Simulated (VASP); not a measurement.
# C12O in VASP: single point with PBE

Aim: the single point of C12O with PBE.

All numbers are computed with VASP 6.6.1; they aren't measurements. Logs are shortened: lines on timing, memory, paths and dates and some standing lists are left out, and cuts for length are marked.

## 1. The cell of the first run

The cell holds a wire or tube with vacuum around it, 13 atoms: a = 4.933 Å, b = 8.872 Å, c = 20.291 Å, α = 90.00°, β = 90.00°, γ = 97.99°.

## 2. Single point, PBE

The input, INCAR:

```
  PREC = Accurate
  ENCUT = 520
  EDIFF = 1E-6
  ISMEAR = 0
  SIGMA = 0.1
  LREAL = False
  LASPH = True
  NELM = 60
  ALGO = Normal
  ISIF = 2
  LWAVE = False
  LCHARG = False
  LDIPOL = True
  IDIPOL = 3
  DIPOL = 0.5 0.5 0.317
  GGA = PE
  NBANDS = 39
```

The input, KPOINTS:

```
Automatic mesh
0
Gamma
  6 3 1
```

The input, POSCAR:

```
C12O
1.0
    4.9326910638      0.0000000000      0.0000000000
   -1.2331727659      8.7858796652      0.0000000000
    0.0000000000      0.0000000000     20.2907138818
C O
12 1
Direct
    0.0197005045      0.0788020181      0.1971345130
    0.5197005045      0.0788020181      0.1971345130
    0.2746256306      0.0985025226      0.2311704222
    0.7746256306      0.0985025226      0.2311704222
    0.2844758829      0.1379035317      0.2992422405
    0.7844758829      0.1379035317      0.2992422405
    0.0392966979      0.1571967124      0.3324023561
    0.5392966979      0.1571967124      0.3324023561
    0.0496769462      0.1987212371      0.4035397332
    0.5496769462      0.1987212371      0.4035397332
    0.3040736101      0.2163107364      0.4332382751
    0.8040736101      0.2163107364      0.4332382751
    0.6790736101      0.9663107364      0.3247462747
```

Potentials or basis: VASP PAW PBE potentials, release 64 (C, O).

Started as:

```
$ cat potpaw_PBE.64/C/POTCAR potpaw_PBE.64/O/POTCAR > POTCAR
$ mpirun -np 1 vasp_std > vasp.out
```

OUTCAR:

```text
PREC = Accurate
   ENCUT = 520
   EDIFF = 1E-6
   ISMEAR = 0
   LREAL = False
   LASPH = True
   NELM = 60
   ISIF = 2
   GGA = PE

 ion  position               nearest neighbor table
   1  0.020  0.079  0.197-   3 1.42   4 1.42
   2  0.520  0.079  0.197-   4 1.42   3 1.42
   3  0.275  0.099  0.231-   1 1.42   5 1.42   2 1.42
   4  0.775  0.099  0.231-   2 1.42   6 1.42   1 1.42
   5  0.284  0.138  0.299-   8 1.41   7 1.41   3 1.42
   6  0.784  0.138  0.299-   7 1.41   8 1.41   4 1.42  13 1.62
   7  0.039  0.157  0.332-   6 1.41   5 1.41   9 1.49
   8  0.539  0.157  0.332-   5 1.41   6 1.41  10 1.49  13 1.92
   9  0.050  0.199  0.404-  11 1.38  12 1.38   7 1.49
  10  0.550  0.199  0.404-  12 1.38  11 1.38   8 1.49
  11  0.304  0.216  0.433-   9 1.38  10 1.38
  12  0.804  0.216  0.433-  10 1.38   9 1.38
  13  0.679  0.966  0.325-   6 1.62   8 1.92

  LATTYP: Found a simple monoclinic cell.
 ALAT       =     4.9326910638
 B/A-ratio  =     4.1135180816
 C/A-ratio  =     1.7986126829
 COS(beta)  =    -0.1389960175

  Lattice vectors:

 A1 = (   4.9326910638,   0.0000000000,   0.0000000000)
 A2 = (   0.0000000000,   0.0000000000, -20.2907138818)
 A3 = (  -1.2331727659,   8.7858796652,   0.0000000000)

Analysis of symmetry for initial positions (statically):
=====================================================================
 Subroutine PRICEL returns:
 Original cell was already a primitive cell.

 Routine SETGRP: Setting up the symmetry group for a
 simple monoclinic supercell.

 Subroutine GETGRP returns: Found  1 space group operations
 (whereof  1 operations were pure point group operations)
 out of a pool of  4 trial point group operations.

The static configuration has the point symmetry C_1 .

Analysis of symmetry for dynamics (positions and initial velocities):
=====================================================================
 Subroutine PRICEL returns:
 Original cell was already a primitive cell.

 Routine SETGRP: Setting up the symmetry group for a
 simple monoclinic supercell.

 Subroutine GETGRP returns: Found  1 space group operations
 (whereof  1 operations were pure point group operations)
 out of a pool of  4 trial point group operations.

The dynamic configuration has the point symmetry C_1 .

 Subroutine INISYM returns: Found  1 space group operations
 (whereof  1 operations are pure point group operations),
 and found     1 'primitive' translations

----------------------------------------------------------------------------------------

                                     Primitive cell

  volume of cell :     879.3596

  direct lattice vectors                    reciprocal lattice vectors
     4.932691064  0.000000000  0.000000000     0.202729096  0.028454749  0.000000000
    -1.233172766  8.785879665  0.000000000     0.000000000  0.113818996  0.000000000
     0.000000000  0.000000000 20.290713882     0.000000000  0.000000000  0.049283628

  length of vectors
     4.932691064  8.872000708 20.290713882     0.204716289  0.113818996  0.049283628

  position of ions in fractional coordinates (direct lattice)
     0.019700505  0.078802018  0.197134513
     0.519700505  0.078802018  0.197134513
     0.274625631  0.098502523  0.231170422
     0.774625631  0.098502523  0.231170422
     0.284475883  0.137903532  0.299242240
     0.784475883  0.137903532  0.299242240
     0.039296698  0.157196712  0.332402356
     0.539296698  0.157196712  0.332402356
     0.049676946  0.198721237  0.403539733
     0.549676946  0.198721237  0.403539733
     0.304073610  0.216310736  0.433238275
     0.804073610  0.216310736  0.433238275
     0.679073610  0.966310736  0.324746275

  ion indices of the primitive-cell ions
   primitive index   ion index
                 1           1
                 2           2
                 3           3
                 4           4
                 5           5
                 6           6
                 7           7
                 8           8
                 9           9
                10          10
                11          11
                12          12
                13          13

----------------------------------------------------------------------------------------

 KPOINTS: Automatic mesh

Automatic generation of k-mesh.
 Grid dimensions read from file:
 generate k-points for:    6    3    1

 Generating k-lattice:

  Cartesian coordinates                     Fractional coordinates (reciprocal lattice)
     0.033788183  0.004742458  0.000000000     0.166666667  0.000000000  0.000000000
     0.000000000  0.037939665  0.000000000     0.000000000  0.333333333  0.000000000
     0.000000000  0.000000000  0.049283628     0.000000000  0.000000000  1.000000000

  Length of vectors
     0.034119382  0.037939665  0.049283628

  Shift w.r.t. Gamma in fractional coordinates (k-lattice)
     0.000000000  0.000000000  0.000000000

 Subroutine IBZKPT returns following result:
 ===========================================

 Found     10 irreducible k-points:

 Following reciprocal coordinates:
            Coordinates               Weight
  0.000000  0.000000  0.000000      1.000000
  0.166667  0.000000  0.000000      2.000000
  0.333333  0.000000  0.000000      2.000000
  0.500000  0.000000  0.000000      1.000000
  0.000000  0.333333  0.000000      2.000000
  0.166667  0.333333  0.000000      2.000000
  0.333333  0.333333  0.000000      2.000000
  0.500000  0.333333  0.000000      2.000000
 -0.333333  0.333333  0.000000      2.000000
 -0.166667  0.333333  0.000000      2.000000
   k-points           NKPTS =     10   k-points in BZ     NKDIM =     10   number of bands    NBANDS=     39
   number of dos      NEDOS =    301   number of ions     NIONS =     13
   total plane-waves  NPLWV = 448000
   dimension x,y,z NGX =    40 NGY =   70 NGZ =  160
   dimension x,y,z NGXF=    80 NGYF=  140 NGZF=  320
   ions per type =              12   1
   NGX,Y,Z   is equivalent  to a cutoff of  13.48, 13.12, 13.11 a.u.
   NGXF,Y,Z  is equivalent  to a cutoff of  26.96, 26.23, 26.22 a.u.
 SYSTEM =  unknown system
   PREC   = accura    normal or accurate (medium, high low for compatibility)
   ISTART =      0    job   : 0-new  1-cont  2-samecut
   ICHARG =      2    charge: 1-file 2-atom 10-const
   ISPIN  =      1    spin polarized calculation?
   LNONCOLLINEAR =      F non collinear calculations
   LSORBIT =      F    spin-orbit coupling
   LASPH  =      T    aspherical Exc in radial PAW
   ENCUT  =  520.0 eV  38.22 Ry    6.18 a.u.   9.17 16.50 37.73*2*pi/ulx,y,z
   NELM   =     60;   NELMIN=  2; NELMDL= -5     # of ELM steps
   EDIFF  = 0.1E-05   stopping-criterion for ELM
   LREAL  =      F    real-space projection
   EDIFFG = 0.1E-04   stopping-criterion for IOM
   NSW    =      0    number of steps for IOM
   IBRION =     -1    ionic relax: 0-MD 1-quasi-New 2-CG
   NFREE  =      0    steps in history (QN), initial steepest desc. (CG)
   ISIF   =      2    stress and relaxation
   ISYM   =      2    0-nonsym 1-usesym 2-fastsym
   POTIM  = 0.5000    time-step for ionic-motion
   TEBEG  =    0.0;   TEEND  =   0.0 temperature during run
   PSTRESS=    0.0 pullay stress
   NELECT =      54.0000    total number of electrons
   NUPDOWN=      -1.0000    fix difference up-down
   EMIN   =  10.00;   EMAX   =-10.00  energy-range for DOS
   EFERMI =   0.00;   METHOD = LEGACY
   ISMEAR =     0;   SIGMA  =   0.10  broadening in eV -4-tet -1-fermi 0-gaus
   EFERMI_NEDOS =   21; number of points for ismear=-14 and -15
   IALGO  =     38    algorithm
   IMIX   =      4    mixing-type and parameters
     AMIX     =   0.40;   BMIX     =  1.00
     AMIX_MAG =   1.60;   BMIX_MAG =  1.00
  volume/ion in A,a.u.               =      67.64       456.48
  Fermi-wavevector in a.u.,A,eV,Ry     =   0.645878  1.220533  5.675787  0.417159
  Thomas-Fermi vector in A             =   1.713678
   LORBIT       =      0    0 simple, 1 ext, 2 COOP (PROOUT), +10 PAW based schemes
   GGA     = PE    functional components
   LHFCALC =     F    Hartree Fock is set to
   AEXX    =    0.0000 exact exchange contribution
   IVDW    =     0    specifies the selected vdW correction
   LEPSILON=     F    determine dielectric tensor
   LRPA    =     F    only Hartree local field effects (RPA)
 non-spin polarized calculation
 Gauss-broadening in eV      SIGMA  =   0.10
  energy-cutoff  :      520.00
  volume of cell :      879.36
 maximum number of plane-waves:     23724
 NGX is ok and might be reduce to    40
   NGX = 19   NGY = 33   NGZ = 75

 dipolmoment           0.000000      0.000000      0.029150 electrons x Angstroem

 number of electron      54.0000004 magnetization

 dipolmoment           0.000000      0.000000     -0.052846 electrons x Angstroem

 Free energy of the ion-electron system (eV)
  ---------------------------------------------------
  ext. energy  EPLUGINS =         0.00000000
  ---------------------------------------------------
  free energy    TOTEN  =      -100.62777902 eV

  energy without entropy =     -100.54333460  energy(sigma->0) =     -100.58555681

 E-fermi :  -4.9048     XC(G=0):  -2.1146

 val. band max:       -4.9230493428   @ k =   0.5000   0.3333   0.0000
 cond. band min:      -4.8812429552   @ k =   0.1667   0.3333   0.0000
 fundamental gap:      0.0418063877
 Fermi energy:        -4.9048469514

 k-point     1 :       0.0000    0.0000    0.0000
  band No.  band energies     occupation
      1     -24.8796      2.00000
      2     -22.0752      2.00000
      3     -21.5844      2.00000
      4     -19.4776      2.00000
      5     -19.3575      2.00000
      6     -18.7248      2.00000
[... 31 lines left out ...]
     38       1.8116      0.00000
     39       1.9943      0.00000
[... 376 lines left out ...]
     38       1.6540      0.00000
     39       1.9493      0.00000

------------------------ aborting loop because EDIFF is reached ----------------------------------------

 vacuum level on the upper side and lower side of the slab       (xc-potential included)        -0.192         0.033

  FORCE on cell =-STRESS in cart. coord.  units (eV):
  Direction    XX          YY          ZZ          XY          YZ          ZX
  --------------------------------------------------------------------------------------
  -------------------------------------------------------------------------------------
  Total        4.2770045     -2.5495351      3.5942947      0.8094729      0.8667496      1.0032702
  in kB        7.7926253     -4.6452071      6.5487403      1.4748450      1.5792022      1.8279403
  external PRESSURE =       3.2320528 kB  Pullay stress =       0.0000000 kB

 VOLUME and BASIS-vectors are now :
 -----------------------------------------------------------------------------
  energy-cutoff  :      520.00
  volume of cell :      879.36
      direct lattice vectors                 reciprocal lattice vectors
     4.932691064  0.000000000  0.000000000     0.202729096  0.028454749  0.000000000
    -1.233172766  8.785879665  0.000000000     0.000000000  0.113818996  0.000000000
     0.000000000  0.000000000 20.290713882     0.000000000  0.000000000  0.049283628

 POSITION                                       TOTAL-FORCE (eV/Angst)
 -----------------------------------------------------------------------------------
     -0.00000      0.69235      4.00000        -0.118675      0.611131      2.305838
      2.46635      0.69235      4.00000         0.121200      0.649585      2.127950
      1.23317      0.86543      4.69061        -0.113981     -0.795781     -3.711917
      3.69952      0.86543      4.69061         0.137734     -0.592674     -5.591770
      1.23317      1.21160      6.07184        -1.606245      0.595320      1.730178
      3.69952      1.21160      6.07184         0.300898     -2.660219      1.558350
     -0.00001      1.38111      6.74468         2.751227      1.077914      0.419614
      2.46633      1.38111      6.74468        -1.070271     -0.820380      1.295625
     -0.00002      1.74594      8.18811        -0.133241      0.131722      0.441147
      2.46633      1.74594      8.18811        -0.290951      0.425722      0.674678
      1.23315      1.90048      8.79071         0.332602     -0.116667     -0.717252
      3.69950      1.90048      8.79071         0.029048     -0.111310     -0.568711
      2.15803      8.48989      6.58933        -0.339346      1.605637      0.036271
 -----------------------------------------------------------------------------------
    total drift:                                0.000320     -0.000234      0.000424

  FREE ENERGIE OF THE ION-ELECTRON SYSTEM (eV)
  ---------------------------------------------------
  free  energy   TOTEN  =      -100.6277790183 eV

  energy  without entropy=     -100.5433345998  energy(sigma->0) =     -100.58555681

 vacuum level on the upper side and lower side of the slab         1.184         1.404
```

Run time: 15 min. Hardware: 1 thread of Intel Xeon Platinum 8259CL at 2.50GHz (Skylake/Cascade Lake), shared host; peak memory 0.99 GiB.

What came out:

```
Free energy            : -100.6278 eV
Largest force          : 5.625 eV/Å
Band gap on the k mesh : 0.04 eV (least direct gap 0.08 eV)
```

Forces in eV/Å, atoms in the order of the input:
```
C   -0.119  0.611  2.306
C    0.121  0.650  2.128
C   -0.114 -0.796 -3.712
C    0.138 -0.593 -5.592
C   -1.606  0.595  1.730
C    0.301 -2.660  1.558
C    2.751  1.078  0.420
C   -1.070 -0.820  1.296
C   -0.133  0.132  0.441
C   -0.291  0.426  0.675
C    0.333 -0.117 -0.717
C    0.029 -0.111 -0.569
O   -0.339  1.606  0.036
```

Caveat: semilocal functionals underestimate gaps, and a narrow one can read as zero.
